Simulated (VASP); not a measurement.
# HF in VASP: further runs

HF is run at these levels: PBE+D3(BJ); tasks: single point.

Everything below comes from runs of VASP 6.6.1. Logs are shortened: lines on timing, memory, paths and dates and some standing lists are left out, and cuts for length are marked.

## (1) The cell of the first run

The cell holds a disordered packing, 12 atoms: a = 6.077 Å, b = 6.077 Å, c = 6.077 Å, α = 90.00°, β = 90.00°, γ = 90.00°.

## (2) Single point, PBE+D3(BJ)

INCAR reads:

```
SYSTEM = HF
  PREC = Accurate
  ENCUT = 1010
  EDIFF = 1E-6
  ISMEAR = -1
  SIGMA = 0.05
  LREAL = .FALSE.
  LASPH = .TRUE.
  NELM = 120
  ALGO = Normal
  ISIF = 2
  LWAVE = .FALSE.
  LCHARG = .TRUE.
  GGA = PE
  IVDW = 12
  LELF = .TRUE.
  LVHAR = .TRUE.
  NBANDS = 36
  GGA_COMPAT = .FALSE.
```

KPOINTS reads:

```
regular mesh
0
G
  1 1 1
  0 0 0
```

POSCAR reads:

```
HF
1.0
    6.0767910000      0.0000000000      0.0000000000
    0.0000000000      6.0767910000      0.0000000000
    0.0000000000      0.0000000000      6.0767910000
F H
6 6
Direct
    0.9100691467      0.2055361127      0.7092559214
    1.0194360807      0.9502548302     -0.0071419274
    0.7874715454      0.8480791918      0.3471569123
    0.2099134231      0.2988583942      0.5194517962
    0.4127671990      0.7391894834      1.0916781571
    0.5073895087      0.1071289106      0.3004217193
    1.0254425403      0.2216959576      0.5997573390
    0.9599639020      1.0693637481     -0.1098441595
    0.8820444870      0.8909472121      0.2255302182
    0.3137346669      0.2276530491      0.4180002241
    0.3032850727      0.8342231944      1.0362047995
    0.5831531807     -0.0366476319      0.2945798202
```

Potentials or basis: VASP PAW PBE potentials, release 64 (F_h, H_h).

On the command line:

```bash
cat potpaw_PBE.64/F_h/POTCAR potpaw_PBE.64/H_h/POTCAR > POTCAR
mpirun -np 1 vasp_gam > vasp.out
```

OUTCAR:

```text
SYSTEM = HF
   PREC = Accurate
   ENCUT = 1010
   EDIFF = 1E-6
   ISMEAR = -1
   LREAL = .FALSE.
   LASPH = .TRUE.
   NELM = 120
   ISIF = 2
   GGA = PE
   IVDW = 12
 IVDW          = 12

 ion  position               nearest neighbor table
   1  0.910  0.206  0.709-   7 0.97
   2  0.019  0.950  0.993-   8 1.02
   3  0.787  0.848  0.347-   9 0.97
   4  0.210  0.299  0.519-  10 0.98
   5  0.413  0.739  0.092-  11 0.94
   6  0.507  0.107  0.300-  12 0.99
   7  0.025  0.222  0.600-   1 0.97
   8  0.960  0.069  0.890-   2 1.02
   9  0.882  0.891  0.226-   3 0.97
  10  0.314  0.228  0.418-   4 0.98
  11  0.303  0.834  0.036-   5 0.94
  12  0.583  0.963  0.295-   6 0.99

  LATTYP: Found a simple cubic cell.
 ALAT       =     6.0767910000

  Lattice vectors:

 A1 = (   6.0767910000,   0.0000000000,   0.0000000000)
 A2 = (   0.0000000000,   6.0767910000,   0.0000000000)
 A3 = (   0.0000000000,   0.0000000000,   6.0767910000)

Analysis of symmetry for initial positions (statically):
=====================================================================
 Subroutine PRICEL returns:
 Original cell was already a primitive cell.

 Routine SETGRP: Setting up the symmetry group for a
 simple cubic supercell.

 Subroutine GETGRP returns: Found  1 space group operations
 (whereof  1 operations were pure point group operations)
 out of a pool of 48 trial point group operations.

The static configuration has the point symmetry C_1 .

Analysis of symmetry for dynamics (positions and initial velocities):
=====================================================================
 Subroutine PRICEL returns:
 Original cell was already a primitive cell.

 Routine SETGRP: Setting up the symmetry group for a
 simple cubic supercell.

 Subroutine GETGRP returns: Found  1 space group operations
 (whereof  1 operations were pure point group operations)
 out of a pool of 48 trial point group operations.

The dynamic configuration has the point symmetry C_1 .

 Subroutine INISYM returns: Found  1 space group operations
 (whereof  1 operations are pure point group operations),
 and found     1 'primitive' translations

----------------------------------------------------------------------------------------

                                     Primitive cell

  volume of cell :     224.4000

  direct lattice vectors                    reciprocal lattice vectors
     6.076791000  0.000000000  0.000000000     0.164560539  0.000000000  0.000000000
     0.000000000  6.076791000  0.000000000     0.000000000  0.164560539  0.000000000
     0.000000000  0.000000000  6.076791000     0.000000000  0.000000000  0.164560539

  length of vectors
     6.076791000  6.076791000  6.076791000     0.164560539  0.164560539  0.164560539

  position of ions in fractional coordinates (direct lattice)
     0.910069147  0.205536113  0.709255921
     0.019436081  0.950254830  0.992858073
     0.787471545  0.848079192  0.347156912
     0.209913423  0.298858394  0.519451796
     0.412767199  0.739189483  0.091678157
     0.507389509  0.107128911  0.300421719
     0.025442540  0.221695958  0.599757339
     0.959963902  0.069363748  0.890155841
     0.882044487  0.890947212  0.225530218
     0.313734667  0.227653049  0.418000224
     0.303285073  0.834223194  0.036204799
     0.583153181  0.963352368  0.294579820

  ion indices of the primitive-cell ions
   primitive index   ion index
                 1           1
                 2           2
                 3           3
                 4           4
                 5           5
                 6           6
                 7           7
                 8           8
                 9           9
                10          10
                11          11
                12          12

----------------------------------------------------------------------------------------

 KPOINTS: regular mesh

Automatic generation of k-mesh.
 Grid dimensions read from file:
 generate k-points for:    1    1    1

 Generating k-lattice:

  Cartesian coordinates                     Fractional coordinates (reciprocal lattice)
     0.164560539  0.000000000  0.000000000     1.000000000  0.000000000  0.000000000
     0.000000000  0.164560539  0.000000000     0.000000000  1.000000000  0.000000000
     0.000000000  0.000000000  0.164560539     0.000000000  0.000000000  1.000000000

  Length of vectors
     0.164560539  0.164560539  0.164560539

  Shift w.r.t. Gamma in fractional coordinates (k-lattice)
     0.000000000  0.000000000  0.000000000

 Subroutine IBZKPT returns following result:
 ===========================================

 Found      1 irreducible k-points:

 Following reciprocal coordinates:
            Coordinates               Weight
  0.000000  0.000000  0.000000      1.000000
   k-points           NKPTS =      1   k-points in BZ     NKDIM =      1   number of bands    NBANDS=     36
   number of dos      NEDOS =    301   number of ions     NIONS =     12
   total plane-waves  NPLWV = 262144
   dimension x,y,z NGX =    64 NGY =   64 NGZ =   64
   dimension x,y,z NGXF=   128 NGYF=  128 NGZF=  128
   ions per type =               6   6
   NGX,Y,Z   is equivalent  to a cutoff of  17.51, 17.51, 17.51 a.u.
   NGXF,Y,Z  is equivalent  to a cutoff of  35.02, 35.02, 35.02 a.u.
 SYSTEM =  HF
   PREC   = accura    normal or accurate (medium, high low for compatibility)
   ISTART =      0    job   : 0-new  1-cont  2-samecut
   ICHARG =      2    charge: 1-file 2-atom 10-const
   ISPIN  =      1    spin polarized calculation?
   LNONCOLLINEAR =      F non collinear calculations
   LSORBIT =      F    spin-orbit coupling
   LASPH  =      T    aspherical Exc in radial PAW
   ENCUT  = 1010.0 eV  74.23 Ry    8.62 a.u.  15.75 15.75 15.75*2*pi/ulx,y,z
   NELM   =    120;   NELMIN=  2; NELMDL= -5     # of ELM steps
   EDIFF  = 0.1E-05   stopping-criterion for ELM
   LREAL  =      F    real-space projection
   EDIFFG = 0.1E-04   stopping-criterion for IOM
   NSW    =      0    number of steps for IOM
   IBRION =     -1    ionic relax: 0-MD 1-quasi-New 2-CG
   NFREE  =      0    steps in history (QN), initial steepest desc. (CG)
   ISIF   =      2    stress and relaxation
   ISYM   =      2    0-nonsym 1-usesym 2-fastsym
   POTIM  = 0.5000    time-step for ionic-motion
   TEBEG  =    0.0;   TEEND  =   0.0 temperature during run
   PSTRESS=    0.0 pullay stress
   NELECT =      48.0000    total number of electrons
   NUPDOWN=      -1.0000    fix difference up-down
   EMIN   =  10.00;   EMAX   =-10.00  energy-range for DOS
   EFERMI =   0.00;   METHOD = LEGACY
   ISMEAR =    -1;   SIGMA  =   0.05  broadening in eV -4-tet -1-fermi 0-gaus
   EFERMI_NEDOS =   21; number of points for ismear=-14 and -15
   IALGO  =     38    algorithm
   IMIX   =      4    mixing-type and parameters
     AMIX     =   0.40;   BMIX     =  1.00
     AMIX_MAG =   1.60;   BMIX_MAG =  1.00
  volume/ion in A,a.u.               =      18.70       126.19
  Fermi-wavevector in a.u.,A,eV,Ry     =   0.979071  1.850176 13.042278  0.958580
  Thomas-Fermi vector in A             =   2.109896
   LORBIT       =      0    0 simple, 1 ext, 2 COOP (PROOUT), +10 PAW based schemes
   GGA     = PE    functional components
   LHFCALC =     F    Hartree Fock is set to
   AEXX    =    0.0000 exact exchange contribution
   IVDW    =    12    specifies the selected vdW correction
   LEPSILON=     F    determine dielectric tensor
   LRPA    =     F    only Hartree local field effects (RPA)
 non-spin polarized calculation
  energy-cutoff  :     1010.00
  volume of cell :      224.40
 maximum number of plane-waves:      8140
 NGX is ok and might be reduce to    64
   NGX = 31   NGY = 31   NGZ = 31

 number of electron      48.0000003 magnetization

 Free energy of the ion-electron system (eV)
  ---------------------------------------------------
  ext. energy  EPLUGINS =         0.00000000
  ---------------------------------------------------
  free energy    TOTEN  =       -49.42826347 eV

  energy without entropy =      -49.42826347  energy(sigma->0) =      -49.42826347

 E-fermi :  -5.7319     XC(G=0):  -5.1904

 val. band max:       -6.9286519956   @ k =   0.0000   0.0000   0.0000
 cond. band min:       0.0785239308   @ k =   0.0000   0.0000   0.0000
 fundamental gap:      7.0071759264
 Fermi energy:        -5.7318734587

 k-point     1 :       0.0000    0.0000    0.0000
  band No.  band energies     occupation
      1     -29.0961      2.00000
      2     -28.5948      2.00000
      3     -28.2153      2.00000
      4     -27.6625      2.00000
      5     -27.5363      2.00000
      6     -27.3770      2.00000
[... 28 lines left out ...]
     35       7.2863      0.00000
     36       7.4478      0.00000

------------------------ aborting loop because EDIFF is reached ----------------------------------------

 Edisp (eV)   -0.20084

 E8    (eV) :    -0.0399

  FORCE on cell =-STRESS in cart. coord.  units (eV):
  Direction    XX          YY          ZZ          XY          YZ          ZX
  --------------------------------------------------------------------------------------
  -------------------------------------------------------------------------------------
  Total       1.70902    -0.05646    -0.40154     0.63857     0.06566    -0.75029
  in kB      12.20211    -0.40312    -2.86689     4.55929     0.46879    -5.35691
  external pressure =        2.98 kB  Pullay stress =        0.00 kB

 VOLUME and BASIS-vectors are now :
 -----------------------------------------------------------------------------
  energy-cutoff  :     1010.00
  volume of cell :      224.40
      direct lattice vectors                 reciprocal lattice vectors
     6.076791000  0.000000000  0.000000000     0.164560539  0.000000000  0.000000000
     0.000000000  6.076791000  0.000000000     0.000000000  0.164560539  0.000000000
     0.000000000  0.000000000  6.076791000     0.000000000  0.000000000  0.164560539

 POSITION                                       TOTAL-FORCE (eV/Angst)
 -----------------------------------------------------------------------------------
      5.53030      1.24900      4.31000        -1.576309     -0.415103      1.082225
      0.11811      5.77450      6.03339        -0.334570      0.488611      0.130007
      4.78530      5.15360      2.10960         0.776995     -0.231447     -0.460806
      1.27560      1.81610      3.15660         1.305901      0.255430     -1.149384
      2.50830      4.49190      0.55711        -0.102565     -0.047793     -0.157278
      3.08330      0.65100      1.82560        -0.549069      0.422792     -0.178281
      0.15461      1.34720      3.64460         0.428275      0.087333     -0.029135
      5.83350      0.42151      5.40929         0.465220     -0.560926     -0.029591
      5.36000      5.41410      1.37050        -0.194656     -0.249064      0.073739
      1.90650      1.38340      2.54010         0.045817     -0.158041      0.322951
      1.84300      5.06940      0.22001        -0.095932     -0.098920      0.006358
      3.54370      5.85409      1.79010        -0.169108      0.507126      0.389194
 -----------------------------------------------------------------------------------
    total drift:                                0.001096      0.001546     -0.000590

  FREE ENERGIE OF THE ION-ELECTRON SYSTEM (eV)
  ---------------------------------------------------
  free  energy   TOTEN  =       -49.6291017655 eV

  energy  without entropy=      -49.6291017654  energy(sigma->0) =      -49.62910177
```

Wall time 52 s (1 thread of AMD EPYC 7R13 (Zen 3), shared host); peak memory 0.48 GiB.

What came out:

```
Free energy                : -49.6291 eV
Pressure                   : 0.3 GPa
Largest force              : 1.957 eV/Å
Dispersion energy per atom : -0.017 eV
```

Forces in eV/Å, atoms in the order of the input:
```
F   -1.576 -0.415  1.082
F   -0.335  0.489  0.130
F    0.777 -0.231 -0.461
F    1.306  0.255 -1.149
F   -0.103 -0.048 -0.157
F   -0.549  0.423 -0.178
H    0.428  0.087 -0.029
H    0.465 -0.561 -0.030
H   -0.195 -0.249  0.074
H    0.046 -0.158  0.323
H   -0.096 -0.099  0.006
H   -0.169  0.507  0.389
```

Stress tensor (GPa, compression positive):
```
 1.22  0.46 -0.54
 0.46 -0.04  0.05
-0.54  0.05 -0.29
```

Caveat: the k points lie up to 1.03 Å⁻¹ apart, too coarse for converged energies, forces and pressures.

[end of part 1 of 2]
